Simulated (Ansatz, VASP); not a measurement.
Tl in VASP and in Ansatz

File INCAR:

```
ALGO = Fast
EDIFF = 1E-6
ENCUT = 520
GGA = PS
ISIF = 2
ISMEAR = 0
LASPH = T
LCHARG = T
LELF = T
LREAL = F
LVHAR = T
LWAVE = F
NBANDS = 20
NELM = 80
PREC = Accurate
SIGMA = 0.15
```

The input KPOINTS:

```
k-points
0
Gamma
  18 18 10
```

The input POSCAR:

```
Tl
1.0
    3.5942382908      0.0000000000      0.0000000000
   -1.7971191454      3.1127016671      0.0000000000
    0.0000000000      0.0000000000      5.5250000000
Tl
2
Direct
    0.3333333333      0.6666666667      0.2500000000
    0.6666666667      0.3333333333      0.7500000000
```

Input for Ansatz:

```yaml
crystal:
  lattice:
    - [3.5942382908, 0.0, 0.0]
    - [-1.7971191454, 3.1127016671, 0.0]
    - [0.0, 0.0, 5.525]
  atoms:
    - { symbol: Tl, position: [0.3333333333, 0.6666666667, 0.25] }
    - { symbol: Tl, position: [0.6666666667, 0.3333333333, 0.75] }
basis:
  ecutwfc: 420
kpoints:
  mp_grid: { grid: [18, 18, 10] }
hamiltonian:
  xc: pbesol
scf:
  occupations: { method: gaussian, width: 0.15 }
output:
  forces: true
  stress: true
  eigenvalues: true
  write_density: true
  write_potential: true
  elf: true
  volumetric_format: npy
```

Change from the starting cell: strain +0.040 along x and y, +0.000 along z, atoms carried along.

Alike in both runs: task single point; functional PBEsol; k mesh 18 × 18 × 10; occupations gaussian, width 0.15 eV; no spin polarisation.

|  | VASP | Ansatz |
| --- | --- | --- |
| version | VASP 6.6.1 | Ansatz 0.2.0 |
| potentials or method | VASP PAW PBE potentials, release 64 (Tl_d), cutoff 520 eV | scalar-relativistic, plane waves, PAW |
| valence electrons in the cell | 26 | 26 |

|  | VASP | Ansatz | Ansatz less VASP |
| --- | --- | --- | --- |
| gap on the k mesh at the Fermi level (eV) | none | none | - |
| pressure (GPa) | -2.2 | -2.2 | +0.06 |
| traceless stress, the component that is largest in VASP (GPa) | 0.33 | 0.34 | +0.003 |

VASP's potentials were made for PBE, not for PBEsol. A gap of «none» marks a metal or a gap that the smearing closes.

Neither program's run includes spin-orbit coupling.
